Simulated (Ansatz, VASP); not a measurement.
NiAu: VASP beside Ansatz

```
Ni Au
1.0
     1.36399    0.78750    4.41062
    -1.36399    0.78750    4.41062
     0.00000   -1.57500    4.41062
Ni Au
1 1
Direct
  0.50000 0.50000 0.50000
  0.00000 0.00000 0.00000
```

Alike in both runs: task single point; functional PBEsol; k mesh 9 × 9 × 9; occupations gaussian, width 0.1 eV; no spin polarisation.

|  | VASP | Ansatz |
| --- | --- | --- |
| version | VASP 6.6.1 | Ansatz 0.2.0 |
| potentials or method | VASP PAW PBE potentials, release 64 (Ni, Au), cutoff 600 eV | scalar-relativistic, plane waves, PAW |
| valence electrons in the cell | 21 | 37 |

Ansatz gave:

```
gap on the k mesh at the Fermi level (eV)                     : none
pressure (GPa)                                                : -3.2
traceless stress, the component that is largest in VASP (GPa) : -5.87
```

**Question.** Estimate VASP's values.

**Answer.** gap on the k mesh at the Fermi level (eV): none; pressure (GPa): -3.3; traceless stress, the component that is largest in VASP (GPa): -5.85.

VASP's potentials were made for PBE, not for PBEsol. A gap of «none» marks a metal or a gap that the smearing closes. With one functional, cell and mesh, what is left measures potentials, basis and numerics. VASP's potentials hold 21 valence electrons a cell and Ansatz's 37, so a difference there can come from the potentials and not from the codes.

Spin-orbit coupling is off throughout.
